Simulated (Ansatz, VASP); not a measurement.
# One calculation of Be, two programs

The input INCAR:

```
ALGO = Normal
EDIFF = 1E-8
ENCUT = 520
GGA = PS
ISIF = 2
ISMEAR = -1
LASPH = True
LCHARG = False
LEFG = True
LREAL = False
LWAVE = False
NBANDS = 12
NELM = 60
PREC = Accurate
SIGMA = 0.05
```

Contents of KPOINTS:

```
k-points
0
Gamma
  9 9 14
```

POSCAR

```
Be
1.0
    3.7468140000     -0.0374681400     -0.0374681400
   -0.0374681400      3.7468140000     -0.0374681400
   -0.0228128000     -0.0228128000      2.2812800000
Be
4
Direct
    0.2974080000      0.2974080000      0.0000000000
    0.7025920000      0.7025920000      0.0000000000
    0.2025920000      0.7974080000      0.5000000000
    0.7974080000      0.2025920000      0.5000000000
```

Input for Ansatz:

```yaml
crystal:
  lattice:
    - [3.746814, -0.03746814, -0.03746814]
    - [-0.03746814, 3.746814, -0.03746814]
    - [-0.0228128, -0.0228128, 2.28128]
  atoms:
    - { symbol: Be, position: [0.297408, 0.297408, 0.0] }
    - { symbol: Be, position: [0.702592, 0.702592, 0.0] }
    - { symbol: Be, position: [0.202592, 0.797408, 0.5] }
    - { symbol: Be, position: [0.797408, 0.202592, 0.5] }
kpoints:
  mp_grid: { grid: [9, 9, 14] }
scf:
  occupations: { method: fermi_dirac, width: 0.05 }
hamiltonian:
  xc: pbesol
  pseudopotentials: { kind: all_electron, datasets: crystal }
output:
  forces: true
  stress: true
  eigenvalues: true
  efg: { contact_densities: true }
```

Change from the starting cell: equal xy, yz and zx shear strains of -2 %, crystal datasets.

Alike in both runs: task electric field gradients; functional PBEsol; k mesh 9 × 9 × 14; occupations fermi-dirac, width 0.05 eV; no spin polarisation.

|  | VASP | Ansatz |
| --- | --- | --- |
| version | VASP 6.6.1 | Ansatz 0.2.0 |
| potentials or method | VASP PAW PBE potentials, release 64 (Be), cutoff 520 eV | all-electron PAW with datasets made for the crystal, scalar-relativistic |

VASP gave:

* pressure (GPa): -0.6
* traceless stress, the component that is largest in VASP (GPa): 3.30
* rms of the force components (eV/Å): 0.035
* size of Vzz on the site where it differs most (V/Å²): 1.9

Question: What did Ansatz give for the same quantities?

Answer: Pressure (GPa): -1.1; traceless stress, the component that is largest in VASP (GPa): 3.29; rms of the force components (eV/Å): 0.035; size of Vzz on the site where it differs most (V/Å²): 1.6.

VASP's potentials were made for PBE, not for PBEsol. Atom by atom the forces differ by 0.002 eV/Å (rms over components). Ansatz ran all-electron here, and VASP with PAW potentials.
